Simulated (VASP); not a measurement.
# PbS (Galena) (Fm-3m) in VASP: notebook, part 3 of 3

VASP 6.6.1. The steps go on from the part before.

### Step 6. Elastic constants, LDA

Input file INCAR:

```
ALGO = Normal ; EDIFF = 1E-8
ENCUT = 600 ; GGA = CA
IBRION = 6 ; ISIF = 3
ISMEAR = -1 ; LASPH = True
LCHARG = False ; LREAL = False
LWAVE = False ; NBANDS = 17
NELM = 60 ; NFREE = 2
NSW = 1 ; POTIM = 0.015
PREC = Accurate ; SIGMA = 0.05
```

Input file KPOINTS:

```
k-points
0
Gamma
  6 6 6
```

Input file POSCAR:

```
PbS
1.0
    0.0000000000      2.9657500000      2.9657500000
    2.9657500000      0.0000000000      2.9657500000
    2.9657500000      2.9657500000      0.0000000000
Pb S
1 1
Direct
    0.0000000000      0.0000000000      0.0000000000
    0.5000000000      0.5000000000      0.5000000000
```

Potentials or basis: VASP PAW LDA potentials, release 64 (Pb_d, S).

The run is started by

```sh
cat potpaw_LDA.64/Pb_d/POTCAR potpaw_LDA.64/S/POTCAR > POTCAR
mpirun -np 1 vasp_std > vasp.out
```

OUTCAR:

```text
EDIFF = 1E-8
   ENCUT = 600
   GGA = CA
   IBRION = 6
   ISIF = 3
   ISMEAR = -1
   LASPH = True
   LREAL = False
   NELM = 60
   NFREE = 2
   NSW = 1
   POTIM = 0.015
   PREC = Accurate

 ion  position               nearest neighbor table
   1  0.000  0.000  0.000-   2 2.97   2 2.97   2 2.97   2 2.97   2 2.97   2 2.97
   2  0.500  0.500  0.500-   1 2.97   1 2.97   1 2.97   1 2.97   1 2.97   1 2.97

  LATTYP: Found a face centered cubic cell.
 ALAT       =     5.9315000000

  Lattice vectors:

 A1 = (   0.0000000000,   2.9657500000,   2.9657500000)
 A2 = (   2.9657500000,   0.0000000000,   2.9657500000)
 A3 = (   2.9657500000,   2.9657500000,   0.0000000000)

Analysis of symmetry for initial positions (statically):
=====================================================================
 Subroutine PRICEL returns:
 Original cell was already a primitive cell.

 Routine SETGRP: Setting up the symmetry group for a
 face centered cubic supercell.

 Subroutine GETGRP returns: Found 48 space group operations
[... 9 lines left out ...]

 Routine SETGRP: Setting up the symmetry group for a
 face centered cubic supercell.

 Subroutine GETGRP returns: Found 48 space group operations
[... 11 lines left out ...]
                                     Primitive cell

  volume of cell :      52.1715

  direct lattice vectors                    reciprocal lattice vectors
     0.000000000  2.965750000  2.965750000    -0.168591419  0.168591419  0.168591419
     2.965750000  0.000000000  2.965750000     0.168591419 -0.168591419  0.168591419
     2.965750000  2.965750000  0.000000000     0.168591419  0.168591419 -0.168591419

  length of vectors
     4.194203873  4.194203873  4.194203873     0.292008903  0.292008903  0.292008903

  position of ions in fractional coordinates (direct lattice)
     0.000000000  0.000000000  0.000000000
     0.500000000  0.500000000  0.500000000

  ion indices of the primitive-cell ions
   primitive index   ion index
                 1           1
                 2           2

----------------------------------------------------------------------------------------

 KPOINTS: k-points

Automatic generation of k-mesh.
 Grid dimensions read from file:
 generate k-points for:    6    6    6

 Generating k-lattice:

  Cartesian coordinates                     Fractional coordinates (reciprocal lattice)
    -0.028098570  0.028098570  0.028098570     0.166666667  0.000000000  0.000000000
     0.028098570 -0.028098570  0.028098570     0.000000000  0.166666667  0.000000000
     0.028098570  0.028098570 -0.028098570     0.000000000  0.000000000  0.166666667

  Length of vectors
     0.048668150  0.048668150  0.048668150
[... 685 lines left out ...]
     17      17.0813      0.00000

 [... further k-points ...]

[... ionic steps 4 to 14 ...]

--------------------------------------- Ionic step       15  -------------------------------------------

 number of electron      20.0000001 magnetization

------------------------ aborting loop because EDIFF is reached ----------------------------------------
[... 67 lines left out ...]
--------------------------------------- Ionic step       17  -------------------------------------------

 number of electron      20.0000002 magnetization

 Free energy of the ion-electron system (eV)
  ---------------------------------------------------
  ext. energy  EPLUGINS =         0.00000000
  ---------------------------------------------------
  free energy    TOTEN  =        -9.98486038 eV

  energy without entropy =       -9.98361707  energy(sigma->0) =       -9.98423872

 E-fermi :   5.6980     XC(G=0): -10.0301

 val. band max:        5.5907508535   @ k =   0.5000   0.0000   0.0000
 cond. band min:       5.8051578532   @ k =   0.5000   0.0000   0.0000
 fundamental gap:      0.2144069997
 Fermi energy:         5.6979545027

 k-point     1 :       0.0000    0.0000    0.0000
  band No.  band energies     occupation
      1     -11.1792      2.00000
      2     -11.1792      2.00000
      3     -11.1792      2.00000
      4     -11.1704      2.00000
      5     -11.1704      2.00000
      6      -7.9796      2.00000
[... 457 lines left out ...]
      4     -11.1449      2.00000
      5     -11.1307      2.00000
      6      -6.3380      2.00000
[... 9 lines left out ...]
     16      15.6667      0.00000
     17      17.4408      0.00000

 [... further k-points ...]

------------------------ aborting loop because EDIFF is reached ----------------------------------------

  FORCE on cell =-STRESS in cart. coord.  units (eV):
  Direction    XX          YY          ZZ          XY          YZ          ZX
  --------------------------------------------------------------------------------------
  -------------------------------------------------------------------------------------
  Total       -0.8305257     -0.8337374     -0.8337374      0.0000000      0.0000000      0.0000000
  in kB      -25.5052779    -25.6039079    -25.6039079      0.0000000      0.0000000      0.0000000
  external PRESSURE =     -25.5710312 kB  Pullay stress =       0.0000000 kB
[... 17 lines left out ...]
  FREE ENERGIE OF THE ION-ELECTRON SYSTEM (eV)
  ---------------------------------------------------
  free  energy   TOTEN  =        -9.9848603814 eV

  energy  without entropy=       -9.9836170681  energy(sigma->0) =       -9.98423872

 INTERNAL STRAIN TENSORS FROM STRAINED CELLS
 ============================================

 INTERNAL STRAIN TENSOR FOR ION    1 for displacements in x,y,z  (eV/Angst):
          X           Y           Z          XY          YZ          ZX
  --------------------------------------------------------------------------------
  x     0.00000    -0.00000     0.00000     0.00000     0.00000     0.00000
  y     0.00000     0.00000    -0.00000     0.00000    -0.00000     0.00000
  z    -0.00000     0.00000    -0.00000     0.00000     0.00000    -0.00000

 INTERNAL STRAIN TENSORS FROM DISPLACED ATOMS
 ============================================

 INTERNAL STRAIN TENSOR FOR ION    1 for displacements in x,y,z  (eV/Angst):
          X           Y           Z          XY          YZ          ZX
  --------------------------------------------------------------------------------
  x     0.00000     0.00000     0.00000     0.00000     0.00000     0.00000
  y     0.00000     0.00000     0.00000     0.00000     0.00000     0.00000
  z     0.00000     0.00000     0.00000     0.00000     0.00000     0.00000

 INTERNAL STRAIN TENSOR FOR ION    2 for displacements in x,y,z  (eV/Angst):
          X           Y           Z          XY          YZ          ZX
  --------------------------------------------------------------------------------
  x     0.00000     0.00000     0.00000     0.00000     0.00000     0.00000
  y     0.00000     0.00000     0.00000     0.00000     0.00000     0.00000
  z     0.00000     0.00000     0.00000     0.00000     0.00000     0.00000

 Eigenvectors and eigenvalues of the dynamical matrix
 ----------------------------------------------------

   1 f  =    0.011666 THz     0.073302 2PiTHz    0.389149 cm-1     0.048248 meV
             X         Y         Z           dx          dy          dz
      0.000000  0.000000  0.000000     0.000000   -0.933810    0.000000
      2.965750  2.965750  2.965750     0.000000   -0.357768    0.000000
[... 21 lines left out ...]
   6 f/i=    1.307626 THz     8.216059 2PiTHz   43.617721 cm-1     5.407906 meV
             X         Y         Z           dx          dy          dz
      0.000000  0.000000  0.000000    -0.357768    0.000000    0.000000
      2.965750  2.965750  2.965750     0.933810    0.000000    0.000000

--------------------------------------------------------------------------------------------------------

 ELASTIC MODULI CONTR FROM IONIC RELAXATION (kBar)
 Direction    XX          YY          ZZ          XY          YZ          ZX
 --------------------------------------------------------------------------------
 XX           0.0000      0.0000      0.0000      0.0000      0.0000      0.0000
 YY           0.0000      0.0000      0.0000      0.0000      0.0000      0.0000
 ZZ           0.0000      0.0000      0.0000      0.0000      0.0000      0.0000
 XY           0.0000      0.0000      0.0000      0.0000      0.0000      0.0000
 YZ           0.0000      0.0000      0.0000      0.0000      0.0000      0.0000
 ZX           0.0000      0.0000      0.0000      0.0000      0.0000      0.0000
 --------------------------------------------------------------------------------

 TOTAL ELASTIC MODULI (kBar)
 Direction    XX          YY          ZZ          XY          YZ          ZX
 --------------------------------------------------------------------------------
 XX        1359.8940    147.6118    147.6118     -0.0000      0.0000     -0.0000
 YY         147.6118   1359.8940    147.6118      0.0000      0.0000     -0.0000
 ZZ         147.6118    147.6118   1359.8940     -0.0000     -0.0000     -0.0000
 XY          -0.0000      0.0000     -0.0000    191.4159     -0.0000      0.0000
 YZ           0.0000      0.0000     -0.0000     -0.0000    191.4159      0.0000
 ZX          -0.0000     -0.0000     -0.0000      0.0000      0.0000    191.4159
 --------------------------------------------------------------------------------
```

Wall time 3.9 min (1 thread of Intel Xeon 6975P-C (Granite Rapids), shared host); peak memory 0.26 GiB.

What came out:

* Elastic constants C11, C12, C44: 136, 15, 19 GPa
* Voigt bulk modulus: 55 GPa
* Highest phonon frequency at Γ, LO-TO splitting left out: 0 cm⁻¹
* Most unstable mode: 44i cm⁻¹

Phonon frequencies in cm⁻¹ (negative: imaginary):
```tsv
q point	frequencies
(0.000, 0.000, 0.000)	-44 -44 -44 0 0 0
```

Elastic tensor in Voigt notation (GPa, in the Cartesian axes of the cell as first typed):
```
136  15  15   0   0   0
 15 136  15   0   0   0
 15  15 136   0   0   0
  0   0   0  19   0   0
  0   0   0   0  19   0
  0   0   0   0   0  19
```

Clamped-ion elastic tensor (GPa):
```
136  15  15   0   0   0
 15 136  15   0   0   0
 15  15 136   0   0   0
  0   0   0  19   0   0
  0   0   0   0  19   0
  0   0   0   0   0  19
```

Caveat: the cell is under stress, which shifts elastic constants; some modes are imaginary; spin-orbit coupling is left out, which moves the levels of the heavy elements.
